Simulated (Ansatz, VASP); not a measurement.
SiC in VASP and in Ansatz

```
CELL_PARAMETERS angstrom
3.03182 0.00000 0.00000
-1.51591 2.62563 0.00000
0.00000 0.00000 14.86032
ATOMIC_POSITIONS crystal
Si 0.66667 0.33333 0.45830
Si 0.33333 0.66667 0.95830
Si 0.66667 0.33333 0.79170
Si 0.33333 0.66667 0.29170
Si 0.00000 0.00000 0.62500
Si 0.00000 0.00000 0.12500
C 0.66667 0.33333 0.33330
C 0.33333 0.66667 0.83330
C 0.66667 0.33333 0.66670
C 0.33333 0.66667 0.16670
C 0.00000 0.00000 0.50000
C 0.00000 0.00000 0.00000
```

Alike in both runs: task single point; functional PBE; k mesh 10 × 10 × 2; occupations fermi-dirac, width 0.05 eV; no spin polarisation.

|  | VASP | Ansatz |
| --- | --- | --- |
| version | VASP 6.6.1 | Ansatz 0.2.0 |
| potentials or method | VASP PAW PBE potentials, release 64 (Si, C) | JTH PAW |
| plane-wave cutoff (eV) | 520 | 780 |
| valence electrons in the cell | 48 | 48 |

|  | VASP | Ansatz | Ansatz less VASP |
| --- | --- | --- | --- |
| gap on the k mesh at the Fermi level (eV) | 2.01 | 2.01 | +0.008 |
| least direct gap on the mesh (eV) | 3.11 | 3.14 | +0.026 |
| pressure (GPa) | 15.1 | 14.5 | -0.59 |
| traceless stress, the component that is largest in VASP (GPa) | 0.54 | 0.55 | +0.008 |
| rms of the force components (eV/Å) | 0.042 | 0.042 | +0.0001 |

Atom by atom the forces differ by 0.001 eV/Å (rms over components).
